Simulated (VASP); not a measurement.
Wanted: the native input for a VASP 6.6.1 run.

```yaml
Task: single point
Functional: PBEsol
Potentials_or_basis: VASP PAW PBE potentials, release 64 (Cu)
Cutoff: 520 eV
k_mesh: 25 × 25 × 25
Occupations: fermi-dirac, width 0.1 eV
Spin: no spin polarisation
Dipole_correction: no
Further_INCAR_settings: ALGO = Normal; EDIFF = 1e-07; NBANDS = 12
```

The structure of Cu lies in POSCAR:

```
Cu
1.0
    0.0000000000      1.8048401400      1.8048401400
    1.8048401400      0.0000000000      1.8048401400
    1.8048401400      1.8048401400      0.0000000000
Cu
1
Direct
    0.0000000000      0.0000000000      0.0000000000
```

The input as run:

INCAR

```
SYSTEM = Cu
ALGO     = Normal         ! electronic algorithm
EDIFF    = 1E-7           ! SCF threshold, eV
ENCUT    = 520            ! plane-wave cutoff, eV
GGA      = PS             ! functional
ISIF     = 2              ! what is computed and relaxed
ISMEAR   = -1             ! smearing method
LASPH    = .TRUE.         ! aspherical terms in the spheres
LCHARG   = .FALSE.        ! write CHGCAR
LREAL    = .FALSE.        ! projectors in reciprocal space
LWAVE    = .FALSE.        ! write WAVECAR
NBANDS   = 12             ! bands
NELM     = 60             ! most SCF steps
PREC     = Accurate       ! precision mode
SIGMA    = 0.1            ! smearing width, eV
```

KPOINTS

```
k-points
0
G
  25 25 25
  0 0 0
```

Potentials or basis: VASP PAW PBE potentials, release 64 (Cu).

Launch:

```console
$ cat potpaw_PBE.64/Cu/POTCAR > POTCAR
$ mpirun -np 1 vasp_std > vasp.out
```

It gave:

```yaml
Pressure: -5.2 GPa
Band_gap_on_the_k_mesh: zero (an odd number of electrons rules out a gap without spin polarisation)
```

Caveat: the cell stands under tension; the PAW data sets were made with another functional, which shifts forces and pressure a little.

It took 71 s on 1 thread of Intel Xeon 8259CL, on a shared host, peak memory 0.17 GiB.
